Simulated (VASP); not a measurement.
# Ir in VASP: single point with PBE+D3(BJ)

Aim: the single point of Ir with PBE+D3(BJ).

All numbers are computed with VASP 6.6.1; they aren't measurements. Logs are shortened: lines on timing, memory, paths and dates and some standing lists are left out, and cuts for length are marked.

## 1. The cell of the first run

The cell holds a slab with vacuum, 13 atoms: a = 5.431 Å, b = 5.431 Å, c = 16.434 Å, α = 90.00°, β = 90.00°, γ = 60.00°.

## 2. Single point, PBE+D3(BJ)

The input, INCAR:

```
PREC = Accurate
ENCUT = 520
EDIFF = 1E-6
ISMEAR = 0
SIGMA = 0.05
LREAL = False
LASPH = True
NELM = 100
ALGO = Normal
ISIF = 2
LWAVE = False
LCHARG = True
GGA = PE
IVDW = 12
LELF = True
LVHAR = True
NBANDS = 70
```

The input, KPOINTS:

```
Automatic mesh
0
Gamma
  4 4 1
```

The input, POSCAR:

```
Ir
1.0
    5.4305800000      0.0000000000      0.0000000000
    2.7152900000      4.7030200000      0.0000000000
    0.0000000000      0.0000000000     16.4340500000
Ir
13
Direct
    0.1666666312      0.1666667375      0.0608492733
    0.6666666312      0.1666667375      0.0608492733
    0.1666666312      0.6666667375      0.0608492733
    0.6666666312      0.6666667375      0.0608492733
   -0.1680676159      0.3353651484      0.1946654659
    0.3338593462      0.3338229478      0.1910162741
   -0.1637442029      0.8362141773      0.1952950125
    0.3353963691      0.8319071575      0.1946832339
    0.0028399353      0.0027777896      0.3285949599
    0.5091283742     -0.0190949645      0.3267921784
   -0.0190143327      0.5090586474      0.3267957685
    0.4894519235      0.4894240297      0.3271554486
    1.2340005749      0.2339990049      0.4456481512
```

Potentials or basis: VASP PAW PBE potentials, release 64 (Ir).

Run with:

```sh
$ cat potpaw_PBE.64/Ir/POTCAR > POTCAR
$ mpirun -np 1 vasp_std > vasp.out
```

OUTCAR:

```text
PREC = Accurate
   ENCUT = 520
   EDIFF = 1E-6
   ISMEAR = 0
   LREAL = False
   LASPH = True
   NELM = 100
   ISIF = 2
   GGA = PE
   IVDW = 12
 IVDW          = 12

 ion  position               nearest neighbor table
   1  0.167  0.167  0.061-   6 2.65   5 2.70   8 2.70   3 2.72   3 2.72   4 2.72   4 2.72   2 2.72
                             2 2.72
   2  0.667  0.167  0.061-   6 2.65   7 2.70   5 2.70   4 2.72   3 2.72   4 2.72   3 2.72   1 2.72
                             1 2.72
   3  0.167  0.667  0.061-   6 2.65   7 2.70   8 2.70   1 2.72   1 2.72   2 2.72   2 2.72   4 2.72
                             4 2.72
   4  0.667  0.667  0.061-   5 2.70   8 2.70   2 2.72   1 2.72   2 2.72   1 2.72   3 2.72   3 2.72
                             7 2.73
   5  0.832  0.335  0.195-  11 2.65   4 2.70   8 2.70   7 2.70   9 2.70   2 2.70   1 2.70   6 2.71
                            12 2.71   6 2.72   7 2.73   8 2.73
   6  0.334  0.334  0.191-   2 2.65   3 2.65   1 2.65  12 2.67   5 2.71   8 2.71   7 2.72   7 2.72
                             8 2.72   5 2.72  11 2.78  10 2.78
   7  0.836  0.836  0.195-  10 2.65  11 2.65   9 2.69   8 2.70   5 2.70   3 2.70   2 2.70   6 2.72
                             6 2.72   4 2.73   5 2.73   8 2.73
   8  0.335  0.832  0.195-  10 2.65   4 2.70   5 2.70   7 2.70   9 2.70   3 2.70   1 2.70  12 2.71
                             6 2.71   6 2.72   7 2.73   5 2.73
   9  0.003  0.003  0.329-  10 2.69  11 2.69   7 2.69   8 2.70   5 2.70  12 2.72  12 2.72  11 2.74
                            10 2.74  13 2.90
  10  0.509  0.981  0.327-  13 2.43  11 2.56   8 2.65   7 2.65   9 2.69  12 2.71  12 2.72   9 2.74
                             6 2.78  11 2.87
  11  0.981  0.509  0.327-  13 2.43  10 2.56   5 2.65   7 2.65   9 2.69  12 2.71  12 2.72   9 2.74
                             6 2.78  10 2.87
  12  0.489  0.489  0.327-   6 2.67  11 2.71  10 2.71   8 2.71   5 2.71   9 2.72   9 2.72  10 2.72
                            11 2.72  13 3.09
  13  0.234  0.234  0.446-  11 2.43  10 2.43   9 2.90  12 3.09

  LATTYP: Found a hexagonal cell.
 ALAT       =     5.4305797945
 C/A-ratio  =     3.0262054185

  Lattice vectors:

 A1 = (  -2.7152900000,  -4.7030200000,   0.0000000000)
 A2 = (   5.4305800000,   0.0000000000,   0.0000000000)
 A3 = (   0.0000000000,   0.0000000000,  16.4340500000)

Analysis of symmetry for initial positions (statically):
=====================================================================
 Subroutine PRICEL returns:
 Original cell was already a primitive cell.

 Routine SETGRP: Setting up the symmetry group for a
 hexagonal supercell.

 Subroutine GETGRP returns: Found  1 space group operations
 (whereof  1 operations were pure point group operations)
 out of a pool of 24 trial point group operations.

The static configuration has the point symmetry C_1 .

Analysis of symmetry for dynamics (positions and initial velocities):
=====================================================================
 Subroutine PRICEL returns:
 Original cell was already a primitive cell.

 Routine SETGRP: Setting up the symmetry group for a
 hexagonal supercell.

 Subroutine GETGRP returns: Found  1 space group operations
 (whereof  1 operations were pure point group operations)
 out of a pool of 24 trial point group operations.

The dynamic configuration has the point symmetry C_1 .

 Subroutine INISYM returns: Found  1 space group operations
 (whereof  1 operations are pure point group operations),
 and found     1 'primitive' translations

----------------------------------------------------------------------------------------

                                     Primitive cell

  volume of cell :     419.7277

  direct lattice vectors                    reciprocal lattice vectors
     5.430580000  0.000000000  0.000000000     0.184142394 -0.106314666  0.000000000
     2.715290000  4.703020000  0.000000000     0.000000000  0.212629332  0.000000000
     0.000000000  0.000000000 16.434050000     0.000000000  0.000000000  0.060849273

  length of vectors
     5.430580000  5.430579795 16.434050000     0.212629324  0.212629332  0.060849273

  position of ions in fractional coordinates (direct lattice)
     0.166666631  0.166666738  0.060849273
     0.666666631  0.166666738  0.060849273
     0.166666631  0.666666738  0.060849273
     0.666666631  0.666666738  0.060849273
[... 39 lines left out ...]
     0.000000000  0.000000000  0.060849273     0.000000000  0.000000000  1.000000000

  Length of vectors
     0.053157331  0.053157333  0.060849273

  Shift w.r.t. Gamma in fractional coordinates (k-lattice)
     0.000000000  0.000000000  0.000000000

 Subroutine IBZKPT returns following result:
 ===========================================

 Found     10 irreducible k-points:

 Following reciprocal coordinates:
            Coordinates               Weight
  0.000000  0.000000  0.000000      1.000000
  0.250000  0.000000  0.000000      2.000000
  0.250000  0.250000  0.000000      2.000000
  0.000000  0.250000  0.000000      2.000000
  0.500000  0.000000  0.000000      1.000000
  0.500000  0.500000  0.000000      1.000000
  0.000000  0.500000  0.000000      1.000000
  0.500000  0.250000  0.000000      2.000000
  0.250000  0.500000  0.000000      2.000000
 -0.250000  0.250000  0.000000      2.000000
   k-points           NKPTS =     10   k-points in BZ     NKDIM =     10   number of bands    NBANDS=     70
   number of dos      NEDOS =    301   number of ions     NIONS =     13
   total plane-waves  NPLWV = 201600
   dimension x,y,z NGX =    40 NGY =   40 NGZ =  126
   dimension x,y,z NGXF=    80 NGYF=   80 NGZF=  252
   ions per type =              13
   NGX,Y,Z   is equivalent  to a cutoff of  12.25, 12.25, 12.75 a.u.
   NGXF,Y,Z  is equivalent  to a cutoff of  24.49, 24.49, 25.49 a.u.
 SYSTEM =  unknown system
   PREC   = accura    normal or accurate (medium, high low for compatibility)
   ISTART =      0    job   : 0-new  1-cont  2-samecut
   ICHARG =      2    charge: 1-file 2-atom 10-const
   ISPIN  =      1    spin polarized calculation?
   LNONCOLLINEAR =      F non collinear calculations
   LSORBIT =      F    spin-orbit coupling
   LASPH  =      T    aspherical Exc in radial PAW
   ENCUT  =  520.0 eV  38.22 Ry    6.18 a.u.  10.10 10.10 30.56*2*pi/ulx,y,z
   NELM   =    100;   NELMIN=  2; NELMDL= -5     # of ELM steps
   EDIFF  = 0.1E-05   stopping-criterion for ELM
   LREAL  =      F    real-space projection
   EDIFFG = 0.1E-04   stopping-criterion for IOM
   NSW    =      0    number of steps for IOM
   IBRION =     -1    ionic relax: 0-MD 1-quasi-New 2-CG
   NFREE  =      0    steps in history (QN), initial steepest desc. (CG)
   ISIF   =      2    stress and relaxation
   ISYM   =      2    0-nonsym 1-usesym 2-fastsym
   POTIM  = 0.5000    time-step for ionic-motion
   TEBEG  =    0.0;   TEEND  =   0.0 temperature during run
   PSTRESS=    0.0 pullay stress
   NELECT =     117.0000    total number of electrons
   NUPDOWN=      -1.0000    fix difference up-down
   EMIN   =  10.00;   EMAX   =-10.00  energy-range for DOS
   EFERMI =   0.00;   METHOD = LEGACY
   ISMEAR =     0;   SIGMA  =   0.05  broadening in eV -4-tet -1-fermi 0-gaus
   EFERMI_NEDOS =   21; number of points for ismear=-14 and -15
   IALGO  =     38    algorithm
   IMIX   =      4    mixing-type and parameters
     AMIX     =   0.40;   BMIX     =  1.00
     AMIX_MAG =   1.60;   BMIX_MAG =  1.00
  volume/ion in A,a.u.               =      32.29       217.88
  Fermi-wavevector in a.u.,A,eV,Ry     =   1.069418  2.020907 15.560375  1.143655
  Thomas-Fermi vector in A             =   2.205097
   LORBIT       =      0    0 simple, 1 ext, 2 COOP (PROOUT), +10 PAW based schemes
   GGA     = PE    functional components
   LHFCALC =     F    Hartree Fock is set to
   AEXX    =    0.0000 exact exchange contribution
   IVDW    =    12    specifies the selected vdW correction
   LEPSILON=     F    determine dielectric tensor
   LRPA    =     F    only Hartree local field effects (RPA)
 non-spin polarized calculation
 Gauss-broadening in eV      SIGMA  =   0.05
  energy-cutoff  :      520.00
  volume of cell :      419.73
 maximum number of plane-waves:     11316
   NGX = 21   NGY = 21   NGZ = 61

 number of electron     117.0000006 magnetization

 Free energy of the ion-electron system (eV)
  ---------------------------------------------------
  ext. energy  EPLUGINS =         0.00000000
  ---------------------------------------------------
  free energy    TOTEN  =      -105.43012895 eV

  energy without entropy =     -105.41090786  energy(sigma->0) =     -105.42051841

 E-fermi :   1.8273     XC(G=0):  -7.4208

 val. band max:        1.7989284831   @ k =   0.2500   0.2500   0.0000
 cond. band min:       1.8377073634   @ k =  -0.2500   0.2500   0.0000
 fundamental gap:      0.0387788803
 Fermi energy:         1.8273230771

 k-point     1 :       0.0000    0.0000    0.0000
  band No.  band energies     occupation
      1      -8.4999      2.00000
      2      -6.7154      2.00000
      3      -6.0656      2.00000
      4      -5.7677      2.00000
      5      -5.7315      2.00000
      6      -5.7021      2.00000
[... 719 lines left out ...]
     69       2.5898      0.00000
     70       2.6811      0.00000

------------------------ aborting loop because EDIFF is reached ----------------------------------------

 Edisp (eV)   -6.42769

 E8    (eV) :    -3.1146

  FORCE on cell =-STRESS in cart. coord.  units (eV):
  Direction    XX          YY          ZZ          XY          YZ          ZX
  --------------------------------------------------------------------------------------
  -------------------------------------------------------------------------------------
  Total     -10.90832    -9.16045     0.39796    -1.51689     0.00560     0.00739
  in kB     -41.63905   -34.96712     1.51907    -5.79024     0.02138     0.02821
  external pressure =      -25.03 kB  Pullay stress =        0.00 kB

 VOLUME and BASIS-vectors are now :
 -----------------------------------------------------------------------------
  energy-cutoff  :      520.00
  volume of cell :      419.73
      direct lattice vectors                 reciprocal lattice vectors
     5.430580000  0.000000000  0.000000000     0.184142394 -0.106314666  0.000000000
     2.715290000  4.703020000  0.000000000     0.000000000  0.212629332  0.000000000
     0.000000000  0.000000000 16.434050000     0.000000000  0.000000000  0.060849273

 POSITION                                       TOTAL-FORCE (eV/Angst)
 -----------------------------------------------------------------------------------
      1.35764      0.78384      1.00000        -0.045066     -0.026704      0.041608
      4.07293      0.78384      1.00000         0.049112     -0.032245     -0.179703
      2.71529      3.13535      1.00000        -0.002812      0.058408     -0.179487
      5.43058      3.13535      1.00000        -0.001519     -0.000828      0.161902
      5.42849      1.57723      3.19914         0.002991     -0.008520     -0.002262
      2.71948      1.56998      3.13917        -0.001603     -0.000682      0.016251
      6.81192      3.93273      3.20949         0.002061      0.001443     -0.001005
      4.08027      3.91248      3.19943        -0.006249      0.006620     -0.005512
      0.02297      0.01306      5.40015        -0.010574     -0.005112      0.037305
      5.42830      4.61322      5.37052         0.008745      0.001849      0.017616
      6.70956      2.39411      5.37058         0.003834      0.007991      0.014645
      3.98694      2.30177      5.37649         0.000540     -0.001068      0.038202
      1.90613      1.10050      7.32380         0.000542     -0.001153      0.040440
 -----------------------------------------------------------------------------------
    total drift:                                0.000062      0.000034      0.000289

  FREE ENERGIE OF THE ION-ELECTRON SYSTEM (eV)
  ---------------------------------------------------
  free  energy   TOTEN  =      -111.8578188421 eV

  energy  without entropy=     -111.8385977515  energy(sigma->0) =     -111.84820830
```

It took 11 min on 1 thread of Intel Xeon Platinum 8488C (Sapphire Rapids), shared host; peak memory 0.56 GiB.

What came out:

| Property | Result |
| --- | --- |
| Free energy | -111.8578 eV |
| Largest force | 0.189 eV/Å |
| Band gap on the k mesh | zero (an odd number of electrons rules out a gap without spin polarisation) |
| Dispersion energy per atom | -0.494 eV |

Forces in eV/Å, atoms in the order of the input:
```
Ir  -0.045 -0.027  0.042
Ir   0.049 -0.032 -0.180
Ir  -0.003  0.058 -0.179
Ir  -0.002 -0.001  0.162
Ir   0.003 -0.009 -0.002
Ir  -0.002 -0.001  0.016
Ir   0.002  0.001 -0.001
Ir  -0.006  0.007 -0.006
Ir  -0.011 -0.005  0.037
Ir   0.009  0.002  0.018
Ir   0.004  0.008  0.015
Ir   0.001 -0.001  0.038
Ir   0.001 -0.001  0.040
```

Caveat: there is no dipole correction, which matters where the two faces differ; spin-orbit coupling is left out, which moves the levels of the heavy elements.

The gap in the log of VASP goes by the Fermi energy; the results here count the filled bands.